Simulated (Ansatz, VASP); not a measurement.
**HfC in VASP and in Ansatz**

```
Hf C
1.0
     0.00000    2.23964    2.23964
     2.23964    0.00000    2.23964
     2.23964    2.23964    0.00000
Hf C
1 1
Cartesian
  0.0000 0.0000 0.0000
  2.2396 2.2396 2.2396
```

Change from the starting cell: volume scaled by 0.94, PAW files.

Alike in both runs: task single point; functional LDA; k mesh 17 × 17 × 17; occupations fermi-dirac, width 0.08 eV; no spin polarisation.

|  | VASP | Ansatz |
| --- | --- | --- |
| version | VASP 6.6.1 | Ansatz 0.2.0 |
| potentials or method | VASP PAW LDA potentials, release 64 (Hf_pv, C) | PAW with Ansatz's default frozen-core files, scalar-relativistic |
| plane-wave cutoff (eV) | 520 | 420 |
| valence electrons in the cell | 14 | 30 |

Ansatz gave:

```
pressure (GPa) : 18.3
```

Task: Which values does VASP return?

Result: Pressure (GPa): 19.6.

LDA's correlation is that of Perdew and Zunger in VASP and of Perdew and Wang (1992) in Ansatz. VASP's potentials hold 14 valence electrons a cell and Ansatz's 30, so a difference there can come from the potentials and not from the codes.

Spin-orbit coupling is off throughout.
